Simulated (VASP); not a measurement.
Input of a VASP 6.6.1 run:

The input INCAR:

```
SYSTEM = NbC
ALGO = Normal
EDIFF = 1E-8
ENCUT = 600
GGA = PS
GGA_COMPAT = .False.
IBRION = 6
ISIF = 3
ISMEAR = -1
LASPH = .True.
LCHARG = .False.
LREAL = .False.
LWAVE = .False.
NBANDS = 16
NELM = 120
NFREE = 2
NSW = 1
POTIM = 0.015
PREC = Accurate
SIGMA = 0.05
```

Contents of KPOINTS:

```
k-points
0
Gamma
  18 18 18
  0 0 0
```

The input POSCAR:

```
NbC
1.0
    0.0000000000      2.2032885020      2.2032885020
    2.2032885020      0.0000000000      2.2032885020
    2.2032885020      2.2032885020      0.0000000000
Nb C
1 1
Direct
    0.0000000000      0.0000000000      0.0000000000
    0.5000000000      0.5000000000      0.5000000000
```

Potentials or basis: VASP PAW PBE potentials, release 64 (Nb_sv, C).

Run with:

```bash
$ cat potpaw_PBE.64/Nb_sv/POTCAR potpaw_PBE.64/C/POTCAR > POTCAR
$ mpirun -np 1 vasp_std > vasp.out
```

Q: Estimate the elastic constants C11, C12, C44.

A: 780, 135, 176 GPa.

Q: Estimate the Voigt bulk modulus.

A: 350 GPa.

Q: Predict the highest phonon frequency at Γ.

A: 572 cm⁻¹.

Clamped-ion elastic tensor (GPa):
```
780 135 135   0   0   0
135 780 135   0   0   0
135 135 780   0   0   0
  0   0   0 176   0   0
  0   0   0   0 176   0
  0   0   0   0   0 176
```

Caveat: the cell is under stress, which shifts elastic constants; the PAW data sets were made with another functional, which shifts forces and pressure a little.
